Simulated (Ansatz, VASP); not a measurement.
This is a calculation of Tl for VASP 6.6.1.

File INCAR:

```
SYSTEM = Tl
PREC = Accurate
ENCUT = 600
EDIFF = 1E-7
ISMEAR = -1
SIGMA = 0.05
LREAL = .FALSE.
LASPH = .TRUE.
NELM = 80
ALGO = Normal
ISIF = 3
LWAVE = .FALSE.
LCHARG = .FALSE.
IBRION = 2
NSW = 60
EDIFFG = -0.01
```

The input KPOINTS:

```
regular mesh
0
G
  9 9 5
  0 0 0
```

The input POSCAR:

```
Tl
1.0
    3.4560000000      0.0000000000      0.0000000000
   -1.7280000000      2.9929837955      0.0000000000
    0.0000000000      0.0000000000      5.5250000000
Tl
2
Direct
    0.6666666667      0.3333333333      0.7500000000
    0.3333333333      0.6666666667      0.2500000000
```

Potentials or basis: VASP PAW LDA potentials, release 64 (Tl_d).

Command:

```bash
$ cat potpaw_LDA.64/Tl_d/POTCAR > POTCAR
$ mpirun -np 1 vasp_std > vasp.out
```

Task: Set up the same calculation for Ansatz 0.2.0. Potentials there: Ansatz PAW.

Result: As run (the cutoff follows the program's own potentials):

The input input.yaml:

```yaml
crystal:
  lattice:
    - [3.456, 0.0, 0.0]
    - [-1.728, 2.9929837955, 0.0]
    - [0.0, 0.0, 5.525]
  atoms:
    - { symbol: Tl, position: [0.6666666667, 0.3333333333, 0.75] }
    - { symbol: Tl, position: [0.3333333333, 0.6666666667, 0.25] }
hamiltonian:
  xc: lda
  pseudopotentials: { kind: paw }
kpoints:
  mp_grid: { grid: [9, 9, 5] }
scf:
  occupations: { method: fermi_dirac, width: 0.05 }
output:
  forces: true
  stress: true
  eigenvalues: true
relax:
  f_tol: 0.01
  max_steps: 40
  cell: { stress_tol: 0.05 }
```

Potentials or basis: Ansatz PAW.

Run with:

```sh
$ ansatz run input.yaml --threads 2 --pin off --max-ram 5632MiB --backend cpu --events-out ev --progress --plain --runs-dir out
```

Both were run:

|  | VASP | Ansatz | Ansatz less VASP |
| --- | --- | --- | --- |
| gap on the k mesh at the Fermi level, each at its own relaxed structure (eV) | none | none | - |
| relaxed volume (Å³/atom) | 27.41 | 27.33 | -0.078 |
| relaxed cell length with the largest relative difference (Å) | 3.348 | 3.344 | -0.0039 |

LDA's correlation is that of Perdew and Zunger in VASP and of Perdew and Wang (1992) in Ansatz. A gap of «none» marks a metal or a gap that the smearing closes.

Neither program's run includes spin-orbit coupling. Noted on Ansatz's run: the plane-wave basis is chosen anew once the cell has moved, so the energies of steps on either side of that aren't comparable.
